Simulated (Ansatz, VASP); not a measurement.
This is a calculation of La for Ansatz 0.2.0.

File input.yaml:

```yaml
crystal:
  lattice:
    - [3.7748351609, 0.0, 0.0]
    - [-1.8874175804, 3.2691031444, 0.0]
    - [0.0, 0.0, 6.110199847]
  atoms:
    - { symbol: La, position: [0.6666666667, 0.3333333333, 0.75] }
    - { symbol: La, position: [0.3333333333, 0.6666666667, 0.25] }
kpoints:
  mp_grid: { grid: [8, 8, 5] }
scf:
  occupations: { method: fermi_dirac, width: 0.05 }
hamiltonian:
  xc: lda
  pseudopotentials: { kind: all_electron, lapw: { basis_error: 0.001 } }
output:
  forces: true
  stress: true
  eigenvalues: true
```

Potentials or basis: all-electron LAPW, scalar-relativistic.

Command:

```console
$ ansatz run input.yaml --threads 2 --pin off --max-ram 6144MiB --backend cpu --events-out ev --progress --plain --runs-dir out
```

Problem. Set up the same calculation for VASP 6.6.1. Potentials there: VASP PAW LDA potentials, release 64 (La).

Solution. As run (the cutoff follows the program's own potentials):

Contents of INCAR:

```
PREC = Accurate
ENCUT = 520
EDIFF = 1E-7
ISMEAR = -1
SIGMA = 0.05
LREAL = F
LASPH = T
NELM = 100
ALGO = Normal
ISIF = 2
LWAVE = F
LCHARG = T
LELF = T
LVHAR = T
NBANDS = 18
```

The input KPOINTS:

```
regular mesh
0
Gamma
  8 8 5
```

The input POSCAR:

```
La
1.0
    3.7748351609      0.0000000000      0.0000000000
   -1.8874175804      3.2691031444      0.0000000000
    0.0000000000      0.0000000000      6.1101998470
La
2
Direct
    0.6666666667      0.3333333333      0.7500000000
    0.3333333333      0.6666666667      0.2500000000
```

Potentials or basis: VASP PAW LDA potentials, release 64 (La).

The run is started by

```console
$ cat potpaw_LDA.64/La/POTCAR > POTCAR
$ mpirun -np 1 vasp_std > vasp.out
```

Both were run:

|  | VASP | Ansatz | Ansatz less VASP |
| --- | --- | --- | --- |
| gap on the k mesh at the Fermi level (eV) | none | none | - |
| pressure (GPa) | -3.3 | -3.2 | +0.08 |
| traceless stress, the component that is largest in VASP (GPa) | -0.21 | -0.20 | +0.010 |

LDA's correlation is that of Perdew and Zunger in VASP and of Perdew and Wang (1992) in Ansatz. A gap of «none» marks a metal or a gap that the smearing closes. Ansatz ran all-electron here, and VASP with PAW potentials.

Spin-orbit coupling is off throughout.
